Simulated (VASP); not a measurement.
Wanted: the native input for a VASP 6.6.1 run.

```yaml
Task: single point
Functional: PBE
Potentials_or_basis: VASP PAW PBE potentials, release 64 (C)
Cutoff: 520 eV
k_mesh: 10 × 10 × 10
Occupations: gaussian, width 0.01 eV
Spin: no spin polarisation
Dipole_correction: no
Further_INCAR_settings: ALGO = Normal; EDIFF = 1e-06; NBANDS = 11
```

The structure of C lies in POSCAR:

```
C
1.0
    0.0000000000      1.7857704568      1.7857704568
    1.7857704568      0.0000000000      1.7857704568
    1.7857704568      1.7857704568      0.0000000000
C
2
Direct
    0.0000000000      0.0000000000      0.0000000000
    0.2500000000      0.2500000000      0.2500000000
```

The input as run:

INCAR

```
ALGO     = Normal         # electronic algorithm
EDIFF    = 1E-6           # SCF threshold, eV
ENCUT    = 520            # plane-wave cutoff, eV
GGA      = PE             # functional
ISIF     = 2              # what is computed and relaxed
ISMEAR   = 0              # smearing method
LASPH    = True           # aspherical terms in the spheres
LCHARG   = True           # write CHGCAR
LELF     = True           # ELF
LREAL    = False          # projectors in reciprocal space
LVHAR    = True         
LWAVE    = False          # write WAVECAR
NBANDS   = 11             # bands
NELM     = 80             # most SCF steps
PREC     = Accurate       # precision mode
SIGMA    = 0.01           # smearing width, eV
```

KPOINTS

```
k-points
0
Gamma
  10 10 10
```

Potentials or basis: VASP PAW PBE potentials, release 64 (C).

Run with:

```console
$ cat potpaw_PBE.64/C/POTCAR > POTCAR
$ mpirun -np 1 vasp_std > vasp.out
```

It gave:

```json
{"Pressure": "0.7 GPa", "Band gap on the k mesh": "4.16 eV, indirect (least direct gap 5.58 eV)"}
```

It took 4.9 s on 1 thread of AMD EPYC 9R45 96-Core Processor (Zen 5), on a shared host, peak memory 0.09 GiB.
